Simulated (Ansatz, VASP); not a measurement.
## Bi2Te3: VASP beside Ansatz

INCAR

```
SYSTEM = Bi2Te3
PREC     = Accurate       ! precision mode
ENCUT    = 520            ! plane-wave cutoff, eV
EDIFF    = 1E-6           ! SCF threshold, eV
ISMEAR   = 0              ! smearing method
SIGMA    = 0.01           ! smearing width, eV
LREAL    = .FALSE.        ! projectors in reciprocal space
LASPH    = .TRUE.         ! aspherical terms in the spheres
NELM     = 100            ! most SCF steps
ALGO     = Normal         ! electronic algorithm
ISIF     = 2              ! what is computed and relaxed
LWAVE    = .FALSE.        ! write WAVECAR
LCHARG   = .FALSE.        ! write CHGCAR
GGA      = PE             ! functional
NBANDS   = 32             ! bands
```

KPOINTS

```
Automatic mesh
0
G
  6 6 6
  0 0 0
```

File POSCAR:

```
Bi2Te3
1.0
    2.2218585726      1.2827906446     10.2994407828
   -2.2218585726      1.2827906446     10.2994407828
    0.0000000000     -2.5655812893     10.2994407828
Bi Te
2 3
Direct
    0.4000000000      0.4000000000      0.4000000000
    0.6000000000      0.6000000000      0.6000000000
    0.0000000000      0.0000000000      0.0000000000
    0.2095000000      0.2095000000      0.2095000000
    0.7905000000      0.7905000000      0.7905000000
```

Input for Ansatz:

```yaml
crystal:
  lattice:
    - [2.2218585725776485, 1.2827906446417539, 10.299440782811846]
    - [-2.2218585725776485, 1.2827906446417539, 10.299440782811846]
    - [0.0, -2.5655812892835077, 10.299440782811846]
  atoms:
    - { symbol: Bi, position: [0.4, 0.4, 0.4] }
    - { symbol: Bi, position: [0.6, 0.6, 0.6] }
    - { symbol: Te, position: [0.0, 0.0, 0.0] }
    - { symbol: Te, position: [0.2095, 0.2095, 0.2095] }
    - { symbol: Te, position: [0.7905, 0.7905, 0.7905] }
basis:
  ecutwfc: 500.0
kpoints:
  mp_grid:
    grid: [6, 6, 6]
hamiltonian:
  xc: pbe
scf:
  occupations:
    method: fixed
output:
  stress: true
```

Alike in both runs: task single point; functional PBE; k mesh 6 × 6 × 6; no spin polarisation.

|  | VASP | Ansatz |
| --- | --- | --- |
| version | VASP 6.6.1 | Ansatz 0.2.0 |
| potentials or method | VASP PAW PBE potentials, release 64 (Bi_d, Te), cutoff 520 eV | plane waves, PAW |
| occupations | gaussian, width 0.01 eV | fixed |
| valence electrons in the cell | 48 | 78 |

```tsv
	VASP	Ansatz	Ansatz less VASP
pressure (GPa)	-0.1	-0.1	+0.02
traceless stress, the component that is largest in VASP (GPa)	-0.20	-0.20	-0.002
```

VASP's potentials hold 48 valence electrons a cell and Ansatz's 78, so a difference there can come from the potentials and not from the codes.

Neither program's run includes spin-orbit coupling.
